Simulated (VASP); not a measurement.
KBr: single point with PBE-based screened hybrid

KBr:

```
Br K
1.0
     0.00000    3.30000    3.30000
     3.30000    0.00000    3.30000
     3.30000    3.30000    0.00000
Br K
1 1
Direct
  0.50000 0.50000 0.50000
  0.00000 0.00000 0.00000
```

* Program: VASP 6.6.1
* Task: single point
* Functional: PBE-based screened hybrid
* Potentials or basis: VASP PAW PBE potentials, release 64 (Br, K_sv)
* Cutoff: 520 eV
* k mesh: 4 × 4 × 4
* Occupations: fermi-dirac, width 0.05 eV
* Spin: no spin polarisation
* Dipole correction: no
* Grid for exact exchange (PRECFOCK): Normal
* Share of exact exchange: 0.5
* Further INCAR settings: ALGO = Normal; EDIFF = 1e-07; NBANDS = 15
* Screening parameter: 0.2 1/Å

```json
{
 "Pressure": "0.2 GPa",
 "Band gap on the k mesh": "6.85 eV, direct"
}
```

Levels at points of the mesh, in eV from the valence-band top:
| k point | band 4 | band 5 | band 6 | band 7 | band 8 | band 9 | band 10 | band 11 | band 12 | band 13 |
| --- | --- | --- | --- | --- | --- | --- | --- | --- | --- | --- |
| (0.00, 0.00, 0.00) | -12.89 | -12.89 | 0.00 | 0.00 | 0.00 | 6.85 | 10.39 | 10.39 | 10.39 | 11.47 |
| (0.50, 0.00, 0.00) | -12.90 | -12.63 | -1.28 | -0.35 | -0.35 | 8.98 | 11.00 | 12.75 | 12.75 | 13.06 |
| (0.50, 0.50, 0.00) | -12.93 | -12.93 | -0.91 | -0.33 | -0.33 | 8.33 | 9.86 | 12.11 | 12.65 | 13.02 |

It took 11 min on 1 thread of AMD EPYC 7R43 64-Core Processor (Zen 3) (shared host), peak memory 0.28 GiB.

Caveat: the PAW data sets were made with another functional, which shifts forces and pressure a little.
